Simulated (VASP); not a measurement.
Write the native input for VASP 6.6.1 that does the following.

```yaml
Task: single point
Functional: PBE
Potentials_or_basis: VASP PAW PBE potentials, release 64 (Mg, Se)
Cutoff: 600 eV
k_mesh: 4 × 4 × 4
Occupations: gaussian, width 0.1 eV
Spin: no spin polarisation
Dipole_correction: no
Further_INCAR_settings: ALGO = Normal; EDIFF = 1e-06; NBANDS = 11
```

The structure of MgSe lies in POSCAR:

```
MgSe
1.0
    0.0000000000      3.0287788143      3.0287788143
    3.0287788143      0.0000000000      3.0287788143
    3.0287788143      3.0287788143      0.0000000000
Mg Se
1 1
Direct
    0.0000000000      0.0000000000      0.0000000000
    0.5000000000      0.5000000000      0.5000000000
```

The input as run:

INCAR

```
  PREC = Accurate
  ENCUT = 600
  EDIFF = 1E-6
  ISMEAR = 0
  SIGMA = 0.1
  LREAL = False
  LASPH = True
  NELM = 120
  ALGO = Normal
  ISIF = 2
  LWAVE = False
  LCHARG = False
  GGA = PE
  NBANDS = 11
  GGA_COMPAT = False
```

KPOINTS

```
regular mesh
0
Gamma
  4 4 4
```

Potentials or basis: VASP PAW PBE potentials, release 64 (Mg, Se).

Launch:

```console
$ cat potpaw_PBE.64/Mg/POTCAR potpaw_PBE.64/Se/POTCAR > POTCAR
$ mpirun -np 1 vasp_std > vasp.out
```

It gave:

```
Pressure               : -9.5 GPa
Band gap on the k mesh : 0.89 eV, direct
```

Caveat: the k points lie up to 0.45 Å⁻¹ apart.

Wall time 11 s on 1 thread of Intel(R) Xeon(R) Platinum 8375C CPU @ 2.90GHz (Ice Lake) (shared host), peak memory 0.19 GiB.
